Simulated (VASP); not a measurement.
# PbS (R3m) in VASP: further runs

PbS is run at these levels: LDA, BLYP; tasks: single point.

Program: VASP 6.6.1. These are calculated values, not measurements. Logs are shortened: lines on timing, memory, paths and dates and some standing lists are left out, and cuts for length are marked.

## (1) The cell of the first run

It takes space group R3m (No. 160, trigonal). The conventional cell has a = 4.225 Å, b = 4.225 Å, c = 10.356 Å, α = 90.00°, β = 90.00°, γ = 120.00°. Within 3.9 Å of Pb (site symmetry 3m) lie 6 S at 2.96 to 3.02 Å. Within 3.9 Å of S (site symmetry 3m) lie 6 Pb at 2.96 to 3.02 Å.

## (2) Single point, LDA

Contents of INCAR:

```
PREC = Accurate
ENCUT = 500
EDIFF = 1E-6
ISMEAR = 0
SIGMA = 0.01
LREAL = False
LASPH = True
NELM = 120
ALGO = Normal
ISIF = 2
LWAVE = False
LCHARG = False
NBANDS = 17
GGA_COMPAT = False
```

Contents of KPOINTS:

```
Automatic mesh
0
Gamma
  6 6 6
```

Contents of POSCAR:

```
PbS
1.0
    2.1126620000      1.2197460000      3.4519160000
   -2.1126620000      1.2197460000      3.4519160000
    0.0000000000     -2.4394920000      3.4519160000
Pb S
1 1
Direct
    0.9805660000      0.9805660000      0.9805660000
    0.4750360000      0.4750360000      0.4750360000
```

Potentials or basis: VASP PAW LDA potentials, release 64 (Pb_d, S).

Run with:

```
$ cat potpaw_LDA.64/Pb_d/POTCAR potpaw_LDA.64/S/POTCAR > POTCAR
$ mpirun -np 1 vasp_std > vasp.out
```

OUTCAR:

```text
PREC = Accurate
   ENCUT = 500
   EDIFF = 1E-6
   ISMEAR = 0
   LREAL = False
   LASPH = True
   NELM = 120
   ISIF = 2

 ion  position               nearest neighbor table
   1  0.981  0.981  0.981-   2 2.96   2 2.96   2 2.96   2 3.02   2 3.02   2 3.02
   2  0.475  0.475  0.475-   1 2.96   1 2.96   1 2.96   1 3.02   1 3.02   1 3.02

  LATTYP: Found a trigonal (rhomboedric) cell.
 ALAT       =     4.2269191028
 COS(alpha) =     0.5003772834

  Lattice vectors:

 A1 = (   2.1126620000,   1.2197460000,   3.4519160000)
 A2 = (  -2.1126620000,   1.2197460000,   3.4519160000)
 A3 = (   0.0000000000,  -2.4394920000,   3.4519160000)

Analysis of symmetry for initial positions (statically):
=====================================================================
 Subroutine PRICEL returns:
 Original cell was already a primitive cell.

 Routine SETGRP: Setting up the symmetry group for a
 trigonal (rhombohedral) supercell.

 Subroutine GETGRP returns: Found  6 space group operations
 (whereof  6 operations were pure point group operations)
 out of a pool of 12 trial point group operations.

The static configuration has the point symmetry C_3v.

Analysis of symmetry for dynamics (positions and initial velocities):
=====================================================================
 Subroutine PRICEL returns:
 Original cell was already a primitive cell.

 Routine SETGRP: Setting up the symmetry group for a
 trigonal (rhombohedral) supercell.

 Subroutine GETGRP returns: Found  6 space group operations
 (whereof  6 operations were pure point group operations)
 out of a pool of 12 trial point group operations.

The dynamic configuration has the point symmetry C_3v.

 Subroutine INISYM returns: Found  6 space group operations
 (whereof  6 operations are pure point group operations),
 and found     1 'primitive' translations

----------------------------------------------------------------------------------------

                                     Primitive cell

  volume of cell :      53.3717

  direct lattice vectors                    reciprocal lattice vectors
     2.112662000  1.219746000  3.451916000     0.236668241  0.136640470  0.096564729
    -2.112662000  1.219746000  3.451916000    -0.236668241  0.136640470  0.096564729
     0.000000000 -2.439492000  3.451916000     0.000000000 -0.273280940  0.096564729

  length of vectors
     4.226919103  4.226919103  4.226919125     0.289839993  0.289839993  0.289839989

  position of ions in fractional coordinates (direct lattice)
     0.980566000  0.980566000  0.980566000
     0.475036000  0.475036000  0.475036000

  ion indices of the primitive-cell ions
   primitive index   ion index
                 1           1
                 2           2

----------------------------------------------------------------------------------------

 KPOINTS: Automatic mesh

Automatic generation of k-mesh.
 Grid dimensions read from file:
 generate k-points for:    6    6    6

 Generating k-lattice:

  Cartesian coordinates                     Fractional coordinates (reciprocal lattice)
     0.039444707  0.022773412  0.016094122     0.166666667  0.000000000  0.000000000
    -0.039444707  0.022773412  0.016094122     0.000000000  0.166666667  0.000000000
     0.000000000 -0.045546823  0.016094122     0.000000000  0.000000000  0.166666667

  Length of vectors
     0.048306665  0.048306665  0.048306665

  Shift w.r.t. Gamma in fractional coordinates (k-lattice)
     0.000000000  0.000000000  0.000000000

 Subroutine IBZKPT returns following result:
 ===========================================

 Found     32 irreducible k-points:

 Following reciprocal coordinates:
            Coordinates               Weight
  0.000000  0.000000  0.000000      1.000000
  0.166667 -0.000000 -0.000000      6.000000
  0.333333 -0.000000 -0.000000      6.000000
  0.500000 -0.000000  0.000000      3.000000
  0.166667  0.166667  0.000000      6.000000
  0.333333  0.166667  0.000000     12.000000
[... 16 lines left out ...]
  0.500000  0.500000  0.166667      6.000000
 -0.333333  0.500000  0.166667     12.000000
 [... further k-points ...]
   k-points           NKPTS =     32   k-points in BZ     NKDIM =     32   number of bands    NBANDS=     17
   number of dos      NEDOS =    301   number of ions     NIONS =      2
   total plane-waves  NPLWV =  32768
   dimension x,y,z NGX =    32 NGY =   32 NGZ =   32
   dimension x,y,z NGXF=    64 NGYF=   64 NGZF=   64
   ions per type =               1   1
   NGX,Y,Z   is equivalent  to a cutoff of  12.59, 12.59, 12.59 a.u.
   NGXF,Y,Z  is equivalent  to a cutoff of  25.17, 25.17, 25.17 a.u.
 SYSTEM =  unknown system
   PREC   = accura    normal or accurate (medium, high low for compatibility)
   ISTART =      0    job   : 0-new  1-cont  2-samecut
   ICHARG =      2    charge: 1-file 2-atom 10-const
   ISPIN  =      1    spin polarized calculation?
   LNONCOLLINEAR =      F non collinear calculations
   LSORBIT =      F    spin-orbit coupling
   LASPH  =      T    aspherical Exc in radial PAW
   ENCUT  =  500.0 eV  36.75 Ry    6.06 a.u.   7.71  7.71  7.71*2*pi/ulx,y,z
   NELM   =    120;   NELMIN=  2; NELMDL= -5     # of ELM steps
   EDIFF  = 0.1E-05   stopping-criterion for ELM
   LREAL  =      F    real-space projection
   EDIFFG = 0.1E-04   stopping-criterion for IOM
   NSW    =      0    number of steps for IOM
   IBRION =     -1    ionic relax: 0-MD 1-quasi-New 2-CG
   NFREE  =      0    steps in history (QN), initial steepest desc. (CG)
   ISIF   =      2    stress and relaxation
   ISYM   =      2    0-nonsym 1-usesym 2-fastsym
   POTIM  = 0.5000    time-step for ionic-motion
   TEBEG  =    0.0;   TEEND  =   0.0 temperature during run
   PSTRESS=    0.0 pullay stress
   NELECT =      20.0000    total number of electrons
   NUPDOWN=      -1.0000    fix difference up-down
   EMIN   =  10.00;   EMAX   =-10.00  energy-range for DOS
   EFERMI =   0.00;   METHOD = LEGACY
   ISMEAR =     0;   SIGMA  =   0.01  broadening in eV -4-tet -1-fermi 0-gaus
   EFERMI_NEDOS =   21; number of points for ismear=-14 and -15
   IALGO  =     38    algorithm
   IMIX   =      4    mixing-type and parameters
     AMIX     =   0.40;   BMIX     =  1.00
     AMIX_MAG =   1.60;   BMIX_MAG =  1.00
  volume/ion in A,a.u.               =      26.69       180.08
  Fermi-wavevector in a.u.,A,eV,Ry     =   1.180270  2.230386 18.953408  1.393036
  Thomas-Fermi vector in A             =   2.316565
   LORBIT       =      0    0 simple, 1 ext, 2 COOP (PROOUT), +10 PAW based schemes
   GGA     = CA    functional components
   LHFCALC =     F    Hartree Fock is set to
   AEXX    =    0.0000 exact exchange contribution
   IVDW    =     0    specifies the selected vdW correction
   LEPSILON=     F    determine dielectric tensor
   LRPA    =     F    only Hartree local field effects (RPA)
 non-spin polarized calculation
 Gauss-broadening in eV      SIGMA  =   0.01
  energy-cutoff  :      500.00
  volume of cell :       53.37
 maximum number of plane-waves:      1363
   NGX = 15   NGY = 15   NGZ = 15

 number of electron      20.0000002 magnetization

 Free energy of the ion-electron system (eV)
  ---------------------------------------------------
  ext. energy  EPLUGINS =         0.00000000
  ---------------------------------------------------
  free energy    TOTEN  =        -9.96153469 eV

  energy without entropy =       -9.96153469  energy(sigma->0) =       -9.96153469

 E-fermi :   5.3812     XC(G=0):  -9.9258

 val. band max:        5.2643957197   @ k =   0.5000  -0.0000   0.0000
 cond. band min:       5.5717232285   @ k =   0.5000  -0.0000   0.0000
 fundamental gap:      0.3073275089
 Fermi energy:         5.3811641484

 k-point     1 :       0.0000    0.0000    0.0000
  band No.  band energies     occupation
      1     -11.4375      2.00000
      2     -11.4373      2.00000
      3     -11.4373      2.00000
      4     -11.4281      2.00000
      5     -11.4281      2.00000
      6      -8.0770      2.00000
[... 9 lines left out ...]
     16      12.0232      0.00000
     17      13.7963      0.00000

 k-point     2 :       0.1667   -0.0000   -0.0000
  band No.  band energies     occupation
      1     -11.4382      2.00000
      2     -11.4376      2.00000
      3     -11.4360      2.00000
      4     -11.4240      2.00000
      5     -11.4239      2.00000
      6      -7.8462      2.00000
[... 9 lines left out ...]
     16      12.5948      0.00000
     17      15.6055      0.00000

 k-point     3 :       0.3333   -0.0000   -0.0000
  band No.  band energies     occupation
      1     -11.4515      2.00000
      2     -11.4508      2.00000
      3     -11.4346      2.00000
      4     -11.4032      2.00000
      5     -11.4031      2.00000
      6      -7.2592      2.00000
[... 9 lines left out ...]
     16      13.9934      0.00000
     17      17.2738      0.00000

 k-point     4 :       0.5000   -0.0000    0.0000
  band No.  band energies     occupation
      1     -11.4584      2.00000
      2     -11.4576      2.00000
      3     -11.4341      2.00000
      4     -11.3925      2.00000
      5     -11.3923      2.00000
      6      -6.8438      2.00000
[... 9 lines left out ...]
     16      15.4181      0.00000
     17      15.6922      0.00000

 k-point     5 :       0.1667    0.1667    0.0000
  band No.  band energies     occupation
      1     -11.4496      2.00000
      2     -11.4434      2.00000
      3     -11.4235      2.00000
      4     -11.4235      2.00000
      5     -11.4219      2.00000
      6      -7.7646      2.00000
[... 9 lines left out ...]
     16      13.7383      0.00000
     17      14.7219      0.00000

 k-point     6 :       0.3333    0.1667    0.0000
  band No.  band energies     occupation
      1     -11.4728      2.00000
      2     -11.4419      2.00000
      3     -11.4311      2.00000
      4     -11.4109      2.00000
      5     -11.4002      2.00000
      6      -7.2842      2.00000
[... 9 lines left out ...]
     16      14.8834      0.00000
     17      16.5576      0.00000

 k-point     7 :       0.5000    0.1667   -0.0000
  band No.  band energies     occupation
      1     -11.4812      2.00000
      2     -11.4434      2.00000
      3     -11.4306      2.00000
      4     -11.4045      2.00000
      5     -11.3905      2.00000
      6      -6.7576      2.00000
[... 9 lines left out ...]
     16      15.6859      0.00000
     17      16.0583      0.00000

 k-point     8 :      -0.3333    0.1667    0.0000
  band No.  band energies     occupation
      1     -11.4681      2.00000
      2     -11.4476      2.00000
      3     -11.4274      2.00000
      4     -11.4032      2.00000
      5     -11.4023      2.00000
      6      -6.9006      2.00000
[... 9 lines left out ...]
     16      15.2026      0.00000
     17      16.3445      0.00000
[... 203 lines left out ...]
      1     -11.4728      2.00000
      2     -11.4418      2.00000
      3     -11.4313      2.00000
      4     -11.4109      2.00000
      5     -11.4001      2.00000
      6      -7.2860      2.00000
[... 9 lines left out ...]
     16      14.8882      0.00000
     17      16.5996      0.00000

 k-point    20 :       0.5000    0.3333    0.1667
  band No.  band energies     occupation
      1     -11.4987      2.00000
      2     -11.4382      2.00000
      3     -11.4312      2.00000
      4     -11.4000      2.00000
      5     -11.3952      2.00000
      6      -6.8108      2.00000
[... 9 lines left out ...]
     16      15.8096      0.00000
     17      16.1532      0.00000

 k-point    21 :      -0.3333    0.3333    0.1667
  band No.  band energies     occupation
      1     -11.5083      2.00000
      2     -11.4355      2.00000
      3     -11.4196      2.00000
      4     -11.4162      2.00000
      5     -11.3866      2.00000
      6      -6.5183      2.00000
[... 9 lines left out ...]
     16      16.6574      0.00000
     17      16.9186      0.00000

 k-point    22 :      -0.1667    0.3333    0.1667
  band No.  band energies     occupation
      1     -11.4988      2.00000
      2     -11.4382      2.00000
      3     -11.4312      2.00000
      4     -11.3999      2.00000
      5     -11.3952      2.00000
      6      -6.8083      2.00000
[... 9 lines left out ...]
     16      15.8090      0.00000
     17      16.1540      0.00000

 k-point    23 :       0.5000    0.5000    0.1667
  band No.  band energies     occupation
      1     -11.5371      2.00000
      2     -11.4501      2.00000
      3     -11.4152      2.00000
      4     -11.3907      2.00000
      5     -11.3849      2.00000
      6      -6.5627      2.00000
[... 9 lines left out ...]
     16      16.5565      0.00000
     17      17.0328      0.00000

 k-point    24 :      -0.3333    0.5000    0.1667
  band No.  band energies     occupation
      1     -11.5381      2.00000
      2     -11.4419      2.00000
      3     -11.4190      2.00000
      4     -11.4009      2.00000
      5     -11.3796      2.00000
      6      -6.4129      2.00000
[... 9 lines left out ...]
     16      17.0228      0.00000
     17      17.5716      0.00000

 [... further k-points ...]

------------------------ aborting loop because EDIFF is reached ----------------------------------------

  FORCE on cell =-STRESS in cart. coord.  units (eV):
  Direction    XX          YY          ZZ          XY          YZ          ZX
  --------------------------------------------------------------------------------------
  -------------------------------------------------------------------------------------
  Total       -1.2369406     -1.2369406     -1.2320101      0.0000000      0.0000000      0.0000000
  in kB      -37.1320163    -37.1320178    -36.9840055      0.0000000      0.0000000      0.0000000
  external PRESSURE =     -37.0826799 kB  Pullay stress =       0.0000000 kB

 VOLUME and BASIS-vectors are now :
 -----------------------------------------------------------------------------
  energy-cutoff  :      500.00
  volume of cell :       53.37
      direct lattice vectors                 reciprocal lattice vectors
     2.112662000  1.219746000  3.451916000     0.236668241  0.136640470  0.096564729
    -2.112662000  1.219746000  3.451916000    -0.236668241  0.136640470  0.096564729
     0.000000000 -2.439492000  3.451916000     0.000000000 -0.273280940  0.096564729

 POSITION                                       TOTAL-FORCE (eV/Angst)
 -----------------------------------------------------------------------------------
      0.00000      0.00000     10.15449         0.000000      0.000000      0.013965
      0.00000      0.00000      4.91935         0.000000      0.000000     -0.013965
 -----------------------------------------------------------------------------------
    total drift:                               -0.000000     -0.000000     -0.000577

  FREE ENERGIE OF THE ION-ELECTRON SYSTEM (eV)
  ---------------------------------------------------
  free  energy   TOTEN  =        -9.9615346921 eV

  energy  without entropy=       -9.9615346921  energy(sigma->0) =       -9.96153469
```

It took 40 s on 1 thread of AMD EPYC 7R13, shared host; peak memory 0.14 GiB.

Results:

```yaml
Free_energy: -9.9615 eV
Pressure: -3.7 GPa
Largest_force: 0.014 eV/Å
Band_gap_on_the_k_mesh: 0.31 eV
```

Forces in eV/Å, atoms in the order of the input:
```
Pb   0.000  0.000  0.014
S    0.000  0.000 -0.014
```

Caveat: the cell stands under tension; spin-orbit coupling is left out, which moves the levels of the heavy elements. A k mesh can miss the band edges.

## (3) Single point, BLYP

Edit INCAR of step 2 so:

```diff
@@ -12,2 +12,7 @@
 LCHARG = False
+GGA = B5
+ALDAX = 1.0
+AGGAX = 1.0
+AGGAC = 1.0
+ALDAC = 0.0
 NBANDS = 17
```

Contents of KPOINTS:

```
regular mesh
0
Gamma
  6 6 6
```

POSCAR is that of step 2.

Potentials or basis: VASP PAW PBE potentials, release 64 (Pb_d, S).

Run with:

```
$ cat potpaw_PBE.64/Pb_d/POTCAR potpaw_PBE.64/S/POTCAR > POTCAR
$ mpirun -np 1 vasp_std > vasp.out
```

OUTCAR:

```text
PREC = Accurate
   ENCUT = 500
   EDIFF = 1E-6
   ISMEAR = 0
   LREAL = False
   LASPH = True
   NELM = 120
   ISIF = 2
   GGA = B5

 ion  position               nearest neighbor table
   1  0.981  0.981  0.981-   2 2.96   2 2.96   2 2.96   2 3.02   2 3.02   2 3.02
   2  0.475  0.475  0.475-   1 2.96   1 2.96   1 2.96   1 3.02   1 3.02   1 3.02

  LATTYP: Found a trigonal (rhomboedric) cell.
 ALAT       =     4.2269191028
 COS(alpha) =     0.5003772834

  Lattice vectors:

[... 667 lines left out ...]
------------------------ aborting loop because EDIFF is reached ----------------------------------------

  FORCE on cell =-STRESS in cart. coord.  units (eV):
  Direction    XX          YY          ZZ          XY          YZ          ZX
  --------------------------------------------------------------------------------------
  -------------------------------------------------------------------------------------
  Total        1.4768817      1.4768817      1.4808001      0.0000000      0.0000000      0.0000000
  in kB       44.3348647     44.3348666     44.4524947      0.0000000      0.0000000      0.0000000
  external PRESSURE =      44.3740753 kB  Pullay stress =       0.0000000 kB

 VOLUME and BASIS-vectors are now :
 -----------------------------------------------------------------------------
  energy-cutoff  :      500.00
  volume of cell :       53.37
      direct lattice vectors                 reciprocal lattice vectors
     2.112662000  1.219746000  3.451916000     0.236668241  0.136640470  0.096564729
    -2.112662000  1.219746000  3.451916000    -0.236668241  0.136640470  0.096564729
     0.000000000 -2.439492000  3.451916000     0.000000000 -0.273280940  0.096564729

 POSITION                                       TOTAL-FORCE (eV/Angst)
 -----------------------------------------------------------------------------------
      0.00000      0.00000     10.15449         0.000000      0.000000     -0.023151
      0.00000      0.00000      4.91935         0.000000     -0.000000      0.023151
 -----------------------------------------------------------------------------------
    total drift:                               -0.000000     -0.000000     -0.000103

  FREE ENERGIE OF THE ION-ELECTRON SYSTEM (eV)
  ---------------------------------------------------
  free  energy   TOTEN  =        -7.7016375236 eV

  energy  without entropy=       -7.7016375236  energy(sigma->0) =       -7.70163752
```

OSZICAR:

```text
N       E                     dE             d eps       ncg     rms          rms(c)
DAV:   1     0.155217065175E+03    0.15522E+03   -0.91665E+03  1088   0.122E+03
DAV:   2     0.411232472364E+01   -0.15110E+03   -0.14520E+03  1156   0.307E+02
DAV:   3    -0.808142799534E+01   -0.12194E+02   -0.12043E+02  1419   0.919E+01
DAV:   4    -0.839112376256E+01   -0.30970E+00   -0.30946E+00  1411   0.159E+01
DAV:   5    -0.840161134451E+01   -0.10488E-01   -0.10487E-01  1613   0.293E+00    0.444E+00
DAV:   6    -0.769158080592E+01    0.71003E+00   -0.21582E+00  1621   0.111E+01    0.304E+00
DAV:   7    -0.769818992410E+01   -0.66091E-02   -0.19554E-01  1286   0.227E+00    0.203E+00
DAV:   8    -0.770327469374E+01   -0.50848E-02   -0.25646E-02  1247   0.147E+00    0.664E-01
DAV:   9    -0.770146906612E+01    0.18056E-02   -0.60031E-03  1665   0.602E-01    0.153E-01
DAV:  10    -0.770163354877E+01   -0.16448E-03   -0.54212E-04  1252   0.124E-01    0.840E-02
DAV:  11    -0.770163732838E+01   -0.37796E-05   -0.25891E-05  1407   0.425E-02    0.147E-02
DAV:  12    -0.770163752362E+01   -0.19523E-06   -0.13599E-06  1387   0.740E-03
   1 F= -.77016375E+01 E0= -.77016375E+01  d E =-.385947E-12
```

It took 47 s on 1 thread of AMD EPYC 7R13, shared host; peak memory 0.16 GiB.

What came out:

```
Free energy            : -7.7016 eV
Pressure               : 4.4 GPa
Largest force          : 0.023 eV/Å
Band gap on the k mesh : 0.57 eV
```

Forces on the atoms (eV/Å):
```
Pb   0.000  0.000 -0.023
S    0.000  0.000  0.023
```

Caveat: the cell stands under pressure; the PAW data sets were made with another functional, which shifts forces and pressure a little; spin-orbit coupling is left out, which moves the levels of the heavy elements.
